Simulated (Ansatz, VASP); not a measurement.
## Two plane-wave programs on Li4NbO4

File INCAR:

```
SYSTEM = Li4NbO4
ALGO = Normal ; EDIFF = 1E-7
ENCUT = 520 ; GGA = PS
ISIF = 2 ; ISMEAR = 0
LASPH = .True. ; LCHARG = .False.
LREAL = .False. ; LWAVE = .False.
NBANDS = 34 ; NELM = 80
PREC = Accurate ; SIGMA = 0.05
```

KPOINTS

```
k-points
0
Gamma
  10 10 10
  0 0 0
```

The input POSCAR:

```
Li4NbO4
1.0
   -3.8119495391      3.8119495391      1.6301049253
    3.8119495391     -3.8119495391      1.6301049253
    3.8119495391      3.8119495391     -1.6301049253
Li Nb O
4 1 4
Direct
    0.3607161967      0.2370116581      0.5977278549
    0.8426719780      0.3341549847      0.1768269627
    0.1573280220      0.6658450153      0.8231730373
    0.6658450153      0.8426719780      0.5085169933
    0.0000000000      0.0000000000      0.0000000000
    0.7589255465      0.0797104317      0.8386359782
    0.9202895683      0.7589255465      0.6792151148
    0.0797104317      0.2410744535      0.3207848852
    0.2410744535      0.9202895683      0.1613640218
```

Input for Ansatz:

```yaml
crystal:
  lattice:
    - [-3.8119495391, 3.8119495391, 1.6301049253]
    - [3.8119495391, -3.8119495391, 1.6301049253]
    - [3.8119495391, 3.8119495391, -1.6301049253]
  atoms:
    - { symbol: Li, position: [0.3607161967, 0.2370116581, 0.5977278549] }
    - { symbol: Li, position: [0.842671978, 0.3341549847, 0.1768269627] }
    - { symbol: Li, position: [0.157328022, 0.6658450153, 0.8231730373] }
    - { symbol: Li, position: [0.6658450153, 0.842671978, 0.5085169933] }
    - { symbol: Nb, position: [0.0, 0.0, 0.0] }
    - { symbol: O, position: [0.7589255465, 0.0797104317, 0.8386359782] }
    - { symbol: O, position: [0.9202895683, 0.7589255465, 0.6792151148] }
    - { symbol: O, position: [0.0797104317, 0.2410744535, 0.3207848852] }
    - { symbol: O, position: [0.2410744535, 0.9202895683, 0.1613640218] }
basis:
  ecutwfc: 420
kpoints:
  mp_grid: { grid: [10, 10, 10] }
hamiltonian:
  xc: pbesol
  pseudopotentials: { kind: paw, azcp: { folder: soft_1 } }
scf:
  occupations: { method: gaussian, width: 0.05 }
output:
  forces: true
  stress: true
  eigenvalues: true
  write_density: true
  write_potential: true
  elf: true
  volumetric_format: npy
```

Alike in both runs: task single point; functional PBEsol; k mesh 10 × 10 × 10; occupations gaussian, width 0.05 eV; no spin polarisation.

|  | VASP | Ansatz |
| --- | --- | --- |
| version | VASP 6.6.1 | Ansatz 0.2.0 |
| potentials or method | VASP PAW PBE potentials, release 64 (Li_sv, Nb_sv, O), cutoff 520 eV | scalar-relativistic, plane waves, PAW |
| valence electrons in the cell | 49 | 49 |

Ansatz gave:

| Quantity | Value |
| --- | --- |
| rms of the force components (eV/Å) | 0.664 |

Task: What did VASP give for the same quantities?

Result: rms of the force components (eV/Å): 0.672.

VASP's potentials were made for PBE, not for PBEsol, and Ansatz warns of the same on its side. Atom by atom the forces differ by 0.016 eV/Å (rms over components). With one functional, cell and mesh, what is left measures potentials, basis and numerics.

Noted on VASP's run: the cutoff is under 1.25 times that of the potentials, so the pressure is a little rough.
